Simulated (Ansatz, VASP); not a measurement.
# NaH in VASP and in Ansatz

```
Na H
1.0
     0.00000    2.44000    2.44000
     2.44000    0.00000    2.44000
     2.44000    2.44000    0.00000
Na H
1 1
Direct
  0.00000 0.00000 0.00000
  0.50000 0.50000 0.50000
```

Alike in both runs: task relaxation of cell and atoms; functional LDA; k mesh 12 × 12 × 12; occupations fermi-dirac, width 0.1 eV; no spin polarisation.

```csv
,VASP,Ansatz
version,VASP 6.6.1,Ansatz 0.2.0
potentials or method,"VASP PAW LDA potentials, release 64 (Na_pv, H)","PAW with Ansatz's default frozen-core files, scalar-relativistic"
plane-wave cutoff (eV),600,420
valence electrons in the cell,8,10
```

```csv
,VASP,Ansatz,Ansatz less VASP
relaxed volume (Å³/atom),12.90,12.90,+0.008
relaxed cell length with the largest relative difference (Å),3.316,3.317,+0.0006
```

LDA's correlation is that of Perdew and Zunger in VASP and of Perdew and Wang (1992) in Ansatz. VASP's potentials hold 8 valence electrons a cell and Ansatz's 10, so a difference there can come from the potentials and not from the codes.
